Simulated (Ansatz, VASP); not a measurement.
NiPt in VASP and in Ansatz

Contents of INCAR:

```
SYSTEM = NiPt
PREC = Accurate
ENCUT = 520
EDIFF = 1E-7
ISMEAR = -1
SIGMA = 0.1
LREAL = .FALSE.
LASPH = .TRUE.
NELM = 150
ALGO = Normal
ISIF = 2
LWAVE = .FALSE.
LCHARG = .FALSE.
MAGMOM = -0.7 0 0 -0.2 0 0
LORBIT = 11
LSORBIT = .TRUE.
GGA_COMPAT = .FALSE.
LORBMOM = .TRUE.
LMAXMIX = 4
NBANDS = 32
```

Contents of KPOINTS:

```
regular mesh
0
G
  9 9 9
  0 0 0
```

File POSCAR:

```
NiPt
1.0
    1.3535998424      0.7815012334      4.2296453483
   -1.3535998424      0.7815012334      4.2296453483
    0.0000000000     -1.5630024668      4.2296453483
Ni Pt
1 1
Direct
    0.0000000000      0.0000000000      0.0000000000
    0.5000000000      0.5000000000      0.5000000000
```

Input for Ansatz:

```yaml
crystal:
  lattice:
    - [1.3535998424, 0.7815012334, 4.2296453483]
    - [-1.3535998424, 0.7815012334, 4.2296453483]
    - [0.0, -1.5630024668, 4.2296453483]
  atoms:
    - { symbol: Ni, position: [0.0, 0.0, 0.0], spin: 0.7, spin_axis: [-1.0, 0.0, 0.0] }
    - { symbol: Pt, position: [0.5, 0.5, 0.5], spin: 0.2, spin_axis: [-1.0, 0.0, 0.0] }
magnetization:
  noncollinear: true
  spin_orbit: true
kpoints:
  mp_grid: { grid: [9, 9, 9] }
scf:
  occupations: { method: fermi_dirac, width: 0.1 }
  convergence: { dr2_threshold: 1.0e-08 }
  max_iter: 60
  lower_state_search: "off"
hamiltonian:
  xc: lda
  pseudopotentials: { kind: all_electron, lapw: { basis_error: 0.00025 } }
output:
  eigenvalues: false
  hubbard: { sites: [{ species: Ni, l: d }, { species: Pt, l: d }] }
checkpoint:
  write: state
  compress: false
  write_every: 100000
  read: start
```

Alike in both runs: task single point; functional LDA; k mesh 9 × 9 × 9; occupations fermi-dirac, width 0.1 eV; non-collinear spin, spin-orbit coupling.

```csv
,VASP,Ansatz
version,VASP 6.6.1,Ansatz 0.2.0
potentials or method,"VASP PAW LDA potentials, release 64 (Ni, Pt), cutoff 520 eV",all-electron LAPW
```

|  | VASP | Ansatz | Ansatz less VASP |
| --- | --- | --- | --- |
| net moment per atom (μB) | 0.37 | 0.40 | +0.026 |

LDA's correlation is that of Perdew and Zunger in VASP and of Perdew and Wang (1992) in Ansatz. Ansatz ran all-electron here, and VASP with PAW potentials.
